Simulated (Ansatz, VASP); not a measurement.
**HfO2: VASP beside Ansatz**

Contents of INCAR:

```
SYSTEM = HfO2
  PREC = Accurate
  ENCUT = 520
  EDIFF = 1E-6
  ISMEAR = 0
  SIGMA = 0.1
  LREAL = .False.
  LASPH = .True.
  NELM = 100
  ALGO = Normal
  ISIF = 2
  LWAVE = .False.
  LCHARG = .True.
  GGA = PE
  LELF = .True.
  LVHAR = .True.
  NBANDS = 31
```

The input KPOINTS:

```
Automatic mesh
0
Gamma
  6 6 6
  0 0 0
```

POSCAR

```
HfO2
1.0
   -2.2519979400      2.2519979400      6.3117381000
    2.2519979400     -2.2519979400      6.3117381000
    2.2519979400      2.2519979400     -6.3117381000
Hf O
2 4
Direct
    0.0000000000      0.0000000000      0.0000000000
    0.7500000000      0.2500000000      0.5000000000
    0.8026239900      0.8026239900      0.0000000000
    0.9473760100      0.4473760100      0.5000000000
    0.5526239900      0.0526239900      0.5000000000
    0.1973760100      0.1973760100      0.0000000000
```

Input for Ansatz:

```yaml
crystal:
  lattice:
    - [-2.25199794, 2.25199794, 6.3117381]
    - [2.25199794, -2.25199794, 6.3117381]
    - [2.25199794, 2.25199794, -6.3117381]
  atoms:
    - { symbol: Hf, position: [0.0, 0.0, 0.0] }
    - { symbol: Hf, position: [0.75, 0.25, 0.5] }
    - { symbol: O, position: [0.80262399, 0.80262399, 0.0] }
    - { symbol: O, position: [0.94737601, 0.44737601, 0.5] }
    - { symbol: O, position: [0.55262399, 0.05262399, 0.5] }
    - { symbol: O, position: [0.19737601, 0.19737601, 0.0] }
basis:
  ecutwfc: 420
kpoints:
  mp_grid: { grid: [6, 6, 6] }
hamiltonian:
  xc: pbe
scf:
  occupations: { method: gaussian, width: 0.1 }
  lower_state_search: "off"
output:
  forces: true
  stress: true
  eigenvalues: true
```

Alike in both runs: task single point; functional PBE; k mesh 6 × 6 × 6; occupations gaussian, width 0.1 eV; no spin polarisation.

|  | VASP | Ansatz |
| --- | --- | --- |
| version | VASP 6.6.1 | Ansatz 0.2.0 |
| potentials or method | VASP PAW PBE potentials, release 64 (Hf_pv, O), cutoff 520 eV | scalar-relativistic, plane waves, PAW |
| valence electrons in the cell | 44 | 76 |

Ansatz gave:

| Item | Value |
| --- | --- |
| gap on the k mesh at the Fermi level (eV) | 3.11 |
| least direct gap on the mesh (eV) | 3.21 |
| rms of the force components (eV/Å) | 0.236 |

Question: Estimate VASP's values.

Answer: gap on the k mesh at the Fermi level (eV): 3.05; least direct gap on the mesh (eV): 3.15; rms of the force components (eV/Å): 0.239.

Atom by atom the forces differ by 0.003 eV/Å (rms over components). The functional is the same, so the differences come from potentials, cutoffs and numerics. VASP's potentials hold 44 valence electrons a cell and Ansatz's 76, so a difference there can come from the potentials and not from the codes.

Spin-orbit coupling is off throughout.
